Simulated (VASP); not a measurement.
Crystal: BP.

```
P B
1.0
     0.00000    2.23833    2.23833
     2.23833    0.00000    2.23833
     2.23833    2.23833    0.00000
P B
1 1
Direct
  0.75000 0.75000 0.75000
  0.00000 0.00000 0.00000
```

Base run:

| Property | Result |
| --- | --- |
| Program | VASP 6.6.1 |
| Functional | PBE |
| Dispersion | D3(BJ) |
| Potentials or basis | VASP PAW PBE potentials, release 64 (P, B) |
| Cutoff | 520 eV |
| k mesh | 10 × 10 × 10 |
| Occupations | fermi-dirac, width 0.05 eV |
| Spin | no spin polarisation |

Its results: band gap on the k mesh 1.18 eV (least direct gap 3.46 eV); pressure 3.4 GPa.

Q: The run is repeated on the same cell with these changes: functional from PBE to revPBE; further incar settings from ALGO = Normal; EDIFF = 1e-07; NBANDS = 11 to ALGO = Normal; EDIFF = 1e-06; NBANDS = 11. What comes out?

A: Band gap on the k mesh 1.18 eV (least direct gap 3.46 eV); pressure 0.5 GPa.

Caveats: the cell stands under pressure (at least some runs); the PAW data sets were made with another functional, which shifts forces and pressure a little (at least some runs).

A k mesh can miss the band edges.
